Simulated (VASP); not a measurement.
# Sb (Fm-3m) in VASP: further runs, part 2 of 2

VASP 6.6.1.

## Step 4: Single point, LDA

This run uses another cell than the first one, of 25.60 Å³/atom, 0.960 times its volume.

Input file INCAR:

```
PREC = Accurate ; ENCUT = 520
EDIFF = 1E-6 ; ISMEAR = -1
SIGMA = 0.05 ; LREAL = F
LASPH = T ; NELM = 100
ALGO = Normal ; ISIF = 2
LWAVE = F ; LCHARG = T
LELF = T ; LVHAR = T
NBANDS = 8
```

Input file KPOINTS:

```
regular mesh
0
Gamma
  10 10 10
```

Input file POSCAR:

```
Sb
1.0
    0.0000000000      2.3391947752      2.3391947752
    2.3391947752      0.0000000000      2.3391947752
    2.3391947752      2.3391947752      0.0000000000
Sb
1
Direct
    0.0000000000      0.0000000000      0.0000000000
```

Command:

```console
cat potpaw_LDA.64/Sb/POTCAR > POTCAR
mpirun -np 1 vasp_std > vasp.out
```

It took 5.7 s on 1 thread of Intel Xeon 6975P-C, shared host; peak memory 0.14 GiB.

The run converged. Its results:

```yaml
Free_energy: -4.5338 eV
Pressure: 0.3 GPa
```

Levels at points of the mesh, in eV from the Fermi level:
| k point | band 1 | band 2 | band 3 | band 4 | band 5 |
| --- | --- | --- | --- | --- | --- |
| (0.00, 0.00, 0.00) | -13.31 | 5.64 | 5.64 | 5.64 | 9.95 |
| (0.50, 0.00, 0.00) | -9.30 | -6.08 | 3.84 | 3.84 | 8.47 |
| (0.50, 0.50, 0.00) | -7.55 | -5.14 | 0.40 | 0.40 | 4.26 |

Caveat: spin-orbit coupling is left out, which moves the levels of the heavy elements.

## Step 5: Single point, LDA

This run uses another cell than the first one, of 26.13 Å³/atom, 0.980 times its volume.

Input file INCAR:

```
ALGO = Normal ; EDIFF = 1E-7
ENCUT = 520 ; ISIF = 2
ISMEAR = -1 ; LASPH = T
LCHARG = F ; LREAL = F
LWAVE = F ; NBANDS = 8
NELM = 80 ; PREC = Accurate
SIGMA = 0.05
```

Input file KPOINTS:

```
k-points
0
Gamma
  10 10 10
```

Input file POSCAR:

```
Sb
1.0
    0.0000000000      2.3553276627      2.3553276627
    2.3553276627      0.0000000000      2.3553276627
    2.3553276627      2.3553276627      0.0000000000
Sb
1
Direct
    0.0000000000      0.0000000000      0.0000000000
```

Command:

```console
cat potpaw_LDA.64/Sb/POTCAR > POTCAR
mpirun -np 1 vasp_std > vasp.out
```

Wall time 9.1 s (1 thread of Intel Xeon 6975P-C, shared host); peak memory 0.14 GiB.

The run converged. Its results:

```yaml
Free_energy: -4.5325 eV
Pressure: -1.0 GPa
```

Levels at points of the mesh, in eV from the Fermi level:
```tsv
k point	band 1	band 2	band 3	band 4	band 5	band 6
(0.00, 0.00, 0.00)	-13.14	5.48	5.48	5.48	9.89	9.89
(0.50, 0.00, 0.00)	-9.25	-5.94	3.74	3.74	8.34	9.08
(0.50, 0.50, 0.00)	-7.57	-5.03	0.39	0.39	4.24	4.67
```

Caveat: spin-orbit coupling is left out, which moves the levels of the heavy elements.

## Step 6: Single point, LDA

Input file INCAR:

```
SYSTEM = Sb
  ALGO = Normal
  EDIFF = 1E-6
  ENCUT = 520
  GGA = CA
  ISIF = 2
  ISMEAR = -1
  LASPH = .TRUE.
  LCHARG = .FALSE.
  LREAL = .FALSE.
  LWAVE = .FALSE.
  NBANDS = 8
  NELM = 80
  PREC = Accurate
  SIGMA = 0.05
```

Input file KPOINTS:

```
k-points
0
G
  10 10 10
  0 0 0
```

Input file POSCAR:

```
Sb
1.0
    0.0000000000      2.3712425216      2.3712425216
    2.3712425216      0.0000000000      2.3712425216
    2.3712425216      2.3712425216      0.0000000000
Sb
1
Direct
    0.0000000000      0.0000000000      0.0000000000
```

Potentials or basis: VASP PAW LDA potentials, release 64 (Sb).

Command:

```console
cat potpaw_LDA.64/Sb/POTCAR > POTCAR
mpirun -np 1 vasp_std > vasp.out
```

OUTCAR:

```text
SYSTEM = Sb
   EDIFF = 1E-6
   ENCUT = 520
   GGA = CA
   ISIF = 2
   ISMEAR = -1
   LASPH = .TRUE.
   LREAL = .FALSE.
   NELM = 80
   PREC = Accurate

 ion  position               nearest neighbor table
   1  0.000  0.000  0.000-

  LATTYP: Found a face centered cubic cell.
 ALAT       =     4.7424850432

  Lattice vectors:

 A1 = (   0.0000000000,   2.3712425216,   2.3712425216)
 A2 = (   2.3712425216,   0.0000000000,   2.3712425216)
 A3 = (   2.3712425216,   2.3712425216,   0.0000000000)

Analysis of symmetry for initial positions (statically):
[... 435 lines left out ...]
      3       8.7713      0.00880
      4       9.6564      0.00000
      5      13.7199      0.00000
      6      14.9207      0.00000
      7      22.8426      0.00000
      8      23.5511      0.00000

 [... further k-points ...]
[... 5 lines left out ...]
  --------------------------------------------------------------------------------------
  -------------------------------------------------------------------------------------
  Total       -0.3742044     -0.3742044     -0.3742044     -0.0000000      0.0000000      0.0000000
  in kB      -22.4833752    -22.4833752    -22.4833752     -0.0000000      0.0000000      0.0000000
  external PRESSURE =     -22.4833752 kB  Pullay stress =       0.0000000 kB

 VOLUME and BASIS-vectors are now :
 -----------------------------------------------------------------------------
  energy-cutoff  :      520.00
  volume of cell :       26.67
      direct lattice vectors                 reciprocal lattice vectors
     0.000000000  2.371242522  2.371242522    -0.210859916  0.210859916  0.210859916
     2.371242522  0.000000000  2.371242522     0.210859916 -0.210859916  0.210859916
     2.371242522  2.371242522  0.000000000     0.210859916  0.210859916 -0.210859916

 POSITION                                       TOTAL-FORCE (eV/Angst)
 -----------------------------------------------------------------------------------
      0.00000      0.00000      0.00000         0.000000      0.000000      0.000000
 -----------------------------------------------------------------------------------
    total drift:                                0.000000      0.000000      0.000000

  FREE ENERGIE OF THE ION-ELECTRON SYSTEM (eV)
  ---------------------------------------------------
  free  energy   TOTEN  =        -4.5271078595 eV

  energy  without entropy=       -4.5206614087  energy(sigma->0) =       -4.52388463
```

stdout:

```text
POSCAR found type information on POSCAR Sb
 POSCAR found :  1 types and       1 ions
 scaLAPACK will be used
 LDA part: xc-table for (Slater(with rela. corr.)+CA(PZ))
 , standard interpolation
 POSCAR, INCAR and KPOINTS ok, starting setup
 FFT: planning ... GRIDC
 FFT: planning ... GRID_SOFT
 FFT: planning ... GRID
 WAVECAR not read
 entering main loop
```

Run time: 6.4 s. Hardware: 1 thread of Intel Xeon 6975P-C, shared host; peak memory 0.14 GiB.

What came out:

- Free energy: -4.5271 eV
- Pressure: -2.2 GPa

Caveat: spin-orbit coupling is left out, which moves the levels of the heavy elements.

## Step 7: The runs side by side

```tsv
cell	smearing	gap on the mesh (eV)	pressure (GPa)
a = 3.353 Å, angles 60.0°, 1 atom	gaussian 0.02 eV	none	-2.1
a = 3.285 Å, angles 60.0°, 1 atom	fermi-dirac 0.05 eV	none	1.8
a = 3.308 Å, angles 60.0°, 1 atom	fermi-dirac 0.05 eV	none	0.3
a = 3.331 Å, angles 60.0°, 1 atom	fermi-dirac 0.05 eV	none	-1.0
a = 3.353 Å, angles 60.0°, 1 atom	fermi-dirac 0.05 eV	none	-2.2
```

Alike in all rows: task single point; level LDA; potentials or basis VASP PAW LDA potentials, release 64 (Sb); no spin polarisation; k mesh 10 × 10 × 10; cutoff (eV) 520.

Caveats: spin-orbit coupling is left out, which moves the levels of the heavy elements.

Absolute energies hang on the potentials; compare differences alone.
